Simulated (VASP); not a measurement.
A run of VASP 6.6.1:

File INCAR:

```
SYSTEM = B6Br
PREC = Accurate
ENCUT = 600
EDIFF = 1E-6
ISMEAR = 0
SIGMA = 0.1
LREAL = .False.
LASPH = .True.
NELM = 80
ALGO = Normal
ISIF = 3
LWAVE = .False.
LCHARG = .False.
GGA = PE
IBRION = 2
NSW = 100
EDIFFG = -0.01
```

Contents of KPOINTS:

```
Automatic mesh
0
Gamma
  10 10 10
  0 0 0
```

POSCAR

```
B6Br
1.0
    4.2375331119      0.0000000000      0.0000000000
    0.0000000000      4.2375331119      0.0000000000
    0.0000000000      0.0000000000      4.2375331119
B Br
6 1
Direct
    0.1974320527      0.5000000000      0.5000000000
    0.5000000000      0.1974320527      0.5000000000
    0.8025679473      0.5000000000      0.5000000000
    0.5000000000      0.8025679473      0.5000000000
    0.5000000000      0.5000000000      0.1974320527
    0.5000000000      0.5000000000      0.8025679473
    0.0000000000      0.0000000000      0.0000000000
```

Potentials or basis: VASP PAW PBE potentials, release 64 (B, Br).

The run is started by

```console
$ cat potpaw_PBE.64/B/POTCAR potpaw_PBE.64/Br/POTCAR > POTCAR
$ mpirun -np 1 vasp_std > vasp.out
```

Hardware: 1 thread of Oxide Virtual Turin-like Processor (shared host).

Problem. Estimate the wall time of this run.

Solution. It took 2.6 min on 1 thread of Oxide Virtual Turin-like Processor, on a shared host, peak memory 0.22 GiB. Counts: scf iterations 34, k points 56, ion steps 5.
